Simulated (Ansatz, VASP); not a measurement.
HfTiS3: VASP beside Ansatz

```
Hf Ti S
1.0
     4.60327    0.00000    0.00000
     0.00000    4.60327    0.00000
     0.00000    0.00000    4.60327
Hf Ti S
1 1 3
Direct
  0.00000 0.00000 0.00000
  0.50000 0.50000 0.50000
  0.00000 0.50000 0.50000
  0.50000 0.00000 0.50000
  0.50000 0.50000 0.00000
```

Alike in both runs: functional PBE; k mesh 8 × 8 × 8; occupations gaussian, width 0.1 eV; collinear spin.

Ansatz relaxed the structure, and its values are those at the end. VASP's run is a single point on that final structure, the one shown.

|  | VASP | Ansatz |
| --- | --- | --- |
| version | VASP 6.6.1 | Ansatz 0.2.0 |
| potentials or method | VASP PAW PBE potentials, release 64 (Hf_pv, Ti_sv, S), cutoff 520 eV | scalar-relativistic, plane waves, PAW |
| valence electrons in the cell | 40 | 56 |

```csv
,VASP,Ansatz,Ansatz less VASP
gap on the k mesh at the Fermi level (eV),none,none,-
pressure (GPa),-0.2,0.0,+0.23
net moment per atom (μB),0.00,0.00,-0.001
```

A gap of «none» marks a metal or a gap that the smearing closes. With one functional, cell and mesh, what is left measures potentials, basis and numerics. VASP's potentials hold 40 valence electrons a cell and Ansatz's 56, so a difference there can come from the potentials and not from the codes. Ansatz's warnings: seeded moment not kept.

Spin-orbit coupling is off throughout.
